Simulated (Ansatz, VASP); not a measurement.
# Two plane-wave programs on V

```xyz
2
Lattice="2.5369 0.0000 0.0000 -1.2685 2.1970 0.0000 0.0000 0.0000 4.6220" Properties=species:S:1:pos:R:3 pbc="T T T"
V     0.0000    1.4647    1.1555
V     1.2685    0.7323    3.4665
```

Alike in both runs: functional LDA; k mesh 15 × 15 × 8; occupations gaussian, width 0.1 eV; no spin polarisation.

Ansatz relaxed the structure, and its values are those at the end. VASP's run is a single point on that final structure, the one shown.

|  | VASP | Ansatz |
| --- | --- | --- |
| version | VASP 6.6.1 | Ansatz 0.2.0 |
| potentials or method | VASP PAW LDA potentials, release 64 (V_sv), cutoff 500 eV | scalar-relativistic, plane waves, PAW |
| valence electrons in the cell | 26 | 26 |

```csv
,VASP,Ansatz,Ansatz less VASP
gap on the k mesh at the Fermi level (eV),none,none,-
pressure (GPa),0.4,0.0,-0.39
```

LDA's correlation is that of Perdew and Zunger in VASP and of Perdew and Wang (1992) in Ansatz. A gap of «none» marks a metal or a gap that the smearing closes.
